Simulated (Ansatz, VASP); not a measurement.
F: VASP beside Ansatz

File POSCAR:

```
F
1.0
    2.6504942700     -1.5173207700      0.0000000000
    2.6504942700      1.5173207700      0.0000000000
   -2.1034238900      0.0000000000      6.7261075100
F
4
Direct
    0.5044951306      0.5044951306      0.4008501092
    0.0853581610      0.0853581610      0.0986032604
    0.4955048707      0.4955048707      0.5991498893
    0.9146418408      0.9146418408      0.9013967396
```

Contents of INCAR.step1:

```
SYSTEM = F
PREC     = Accurate       ! precision mode
ENCUT    = 910            ! plane-wave cutoff, eV
ISMEAR   = 0              ! smearing method
SIGMA    = 0.01           ! smearing width, eV
LREAL    = .FALSE.        ! projectors in reciprocal space
LASPH    = .TRUE.         ! aspherical terms in the spheres
NELM     = 120            ! most SCF steps
NBANDS   = 22             ! bands
GGA      = PE             ! functional
ALGO     = Normal         ! electronic algorithm
EDIFF    = 1E-5           ! SCF threshold, eV
LWAVE    = .TRUE.         ! write WAVECAR
LCHARG   = .FALSE.        ! write CHGCAR
GGA_COMPAT= .FALSE.
```

INCAR.step2

```
SYSTEM = F
PREC     = Accurate       ! precision mode
ENCUT    = 910            ! plane-wave cutoff, eV
EDIFF    = 1E-6           ! SCF threshold, eV
ISMEAR   = 0              ! smearing method
SIGMA    = 0.01           ! smearing width, eV
LREAL    = .FALSE.        ! projectors in reciprocal space
LASPH    = .TRUE.         ! aspherical terms in the spheres
NELM     = 120            ! most SCF steps
ALGO     = Normal         ! electronic algorithm
ISIF     = 2              ! what is computed and relaxed
LWAVE    = .FALSE.        ! write WAVECAR
LCHARG   = .TRUE.         ! write CHGCAR
METAGGA  = R2SCAN         ! meta-GGA
LMIXTAU  = .TRUE.       
LELF     = .TRUE.         ! ELF
LVHAR    = .TRUE.       
NBANDS   = 22             ! bands
ISTART   = 1            
GGA_COMPAT= .FALSE.
```

File KPOINTS:

```
regular mesh
0
G
  8 8 4
  0 0 0
```

Input for Ansatz:

```yaml
crystal:
  lattice:
    - [2.65049427, -1.51732077, 0.0]
    - [2.65049427, 1.51732077, 0.0]
    - [-2.10342389, 0.0, 6.72610751]
  atoms:
    - { symbol: F, position: [0.5044951306458879, 0.5044951306458879, 0.40085010921866754] }
    - { symbol: F, position: [0.0853581610398128, 0.0853581610398128, 0.0986032603573415] }
    - { symbol: F, position: [0.4955048706506151, 0.4955048706506151, 0.5991498892945885] }
    - { symbol: F, position: [0.9146418408466279, 0.9146418408466279, 0.9013967396426584] }
kpoints:
  mp_grid:
    grid: [8, 8, 4]
hamiltonian:
  xc: r2scan
scf:
  occupations:
    method: fixed
output:
  forces: true
```

Alike in both runs: task single point; functional r2SCAN; k mesh 8 × 8 × 4; no spin polarisation.

|  | VASP | Ansatz |
| --- | --- | --- |
| version | VASP 6.6.1 | Ansatz 0.2.0 |
| potentials or method | VASP PAW PBE potentials, release 64 (F_h) | plane waves, PAW |
| plane-wave cutoff (eV) | 910 | 500 |
| occupations | gaussian, width 0.01 eV | fixed |
| valence electrons in the cell | 28 | 28 |

Ansatz gave:

* rms of the force components (eV/Å): 0.287

Task: Which values does VASP return?

Result: rms of the force components (eV/Å): 0.221.

VASP's potentials were made for PBE, not for r2SCAN. Atom by atom the forces differ by 0.066 eV/Å (rms over components).

Noted on VASP's run: the cutoff is short for stress, so the pressure is rough.
